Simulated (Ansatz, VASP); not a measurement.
**One calculation of TiO, two programs**

```
Ti O
1.0
     4.98909    0.00000    0.00000
    -2.49454    4.32068    0.00000
     0.00000    0.00000    2.87331
Ti O
3 3
Direct
  0.66667 0.33333 0.50000
  0.33333 0.66667 0.50000
  0.00000 0.00000 0.00000
  0.60556 0.60556 0.00000
  0.39444 0.00000 0.00000
  0.00000 0.39444 0.00000
```

Alike in both runs: task single point; functional r2SCAN; k mesh 12 × 12 × 12; occupations gaussian, width 0.02 eV; no spin polarisation.

|  | VASP | Ansatz |
| --- | --- | --- |
| version | VASP 6.6.1 | Ansatz 0.2.0 |
| potentials or method | VASP PAW PBE potentials, release 64 (Ti_sv, O), cutoff 520 eV | scalar-relativistic, plane waves, PAW |
| valence electrons in the cell | 54 | 54 |

Ansatz gave:

* gap on the k mesh at the Fermi level (eV): none
* pressure (GPa): -1.5
* traceless stress, the component that is largest in VASP (GPa): -0.19
* rms of the force components (eV/Å): 0.014

Q: Which values does VASP return?

A: gap on the k mesh at the Fermi level (eV): none; pressure (GPa): 0.1; traceless stress, the component that is largest in VASP (GPa): -0.16; rms of the force components (eV/Å): 0.003.

VASP's potentials were made for PBE, not for r2SCAN. Atom by atom the forces differ by 0.011 eV/Å (rms over components). A gap of «none» marks a metal or a gap that the smearing closes.
